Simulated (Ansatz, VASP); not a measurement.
Ca: VASP beside Ansatz

```
CELL_PARAMETERS angstrom
3.90221 0.00000 0.00000
-1.95111 3.37941 0.00000
0.00000 0.00000 12.80854
ATOMIC_POSITIONS crystal
Ca 0.00000 0.00000 0.00000
Ca 0.33333 0.66667 0.25000
Ca 0.00000 0.00000 0.50000
Ca 0.66667 0.33333 0.75000
```

Alike in both runs: functional PBE; k mesh 12 × 12 × 4; occupations gaussian, width 0.1 eV; no spin polarisation.

Ansatz relaxed the structure, and its values are those at the end. VASP's run is a single point on that final structure, the one shown.

```csv
,VASP,Ansatz
version,VASP 6.6.1,Ansatz 0.2.0
potentials or method,"VASP PAW PBE potentials, release 64 (Ca_sv), cutoff 520 eV","scalar-relativistic, plane waves, PAW"
valence electrons in the cell,40,40
```

```csv
,VASP,Ansatz,Ansatz less VASP
gap on the k mesh at the Fermi level (eV),none,none,-
pressure (GPa),0.0,0.0,-0.01
```

A gap of «none» marks a metal or a gap that the smearing closes.
